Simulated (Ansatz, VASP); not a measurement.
**ScAl3 in VASP and in Ansatz**

The input INCAR:

```
SYSTEM = ScAl3
ALGO = Normal
EDIFF = 1E-6
ENCUT = 500
GGA = PS
GGA_COMPAT = .FALSE.
ISIF = 2
ISMEAR = 0
LASPH = .TRUE.
LCHARG = .FALSE.
LREAL = .FALSE.
LWAVE = .FALSE.
NBANDS = 18
NELM = 120
PREC = Accurate
SIGMA = 0.1
```

The input KPOINTS:

```
k-points
0
G
  4 4 4
  0 0 0
```

The input POSCAR:

```
ScAl3
1.0
    3.9989650029      0.0000000000      0.0000000000
    0.0000000000      3.9989650029      0.0000000000
    0.0000000000      0.0000000000      3.9989650029
Sc Al
1 3
Direct
    0.0000000000      0.0000000000      0.0000000000
    0.5000000000      0.5000000000      0.0000000000
    0.5000000000      0.0000000000      0.5000000000
    0.0000000000      0.5000000000      0.5000000000
```

Input for Ansatz:

```yaml
crystal:
  lattice:
    - [3.9989650029, 0.0, 0.0]
    - [0.0, 3.9989650029, 0.0]
    - [0.0, 0.0, 3.9989650029]
  atoms:
    - { symbol: Sc, position: [0.0, 0.0, 0.0] }
    - { symbol: Al, position: [0.5, 0.5, 0.0] }
    - { symbol: Al, position: [0.5, 0.0, 0.5] }
    - { symbol: Al, position: [0.0, 0.5, 0.5] }
basis:
  ecutwfc: 420
kpoints:
  mp_grid: { grid: [4, 4, 4] }
hamiltonian:
  xc: pbesol
scf:
  occupations: { method: gaussian, width: 0.1 }
output:
  forces: true
  stress: true
  eigenvalues: true
```

Alike in both runs: task single point; functional PBEsol; k mesh 4 × 4 × 4; occupations gaussian, width 0.1 eV; no spin polarisation.

```csv
,VASP,Ansatz
version,VASP 6.6.1,Ansatz 0.2.0
potentials or method,"VASP PAW PBE potentials, release 64 (Sc_sv, Al), cutoff 500 eV","scalar-relativistic, plane waves, PAW"
valence electrons in the cell,20,20
```

|  | VASP | Ansatz | Ansatz less VASP |
| --- | --- | --- | --- |
| gap on the k mesh at the Fermi level (eV) | none | none | - |
| pressure (GPa) | 5.6 | 5.5 | -0.14 |

VASP's potentials were made for PBE, not for PBEsol. A gap of «none» marks a metal or a gap that the smearing closes.

The k mesh is coarse, so the values compare programs but aren't converged.
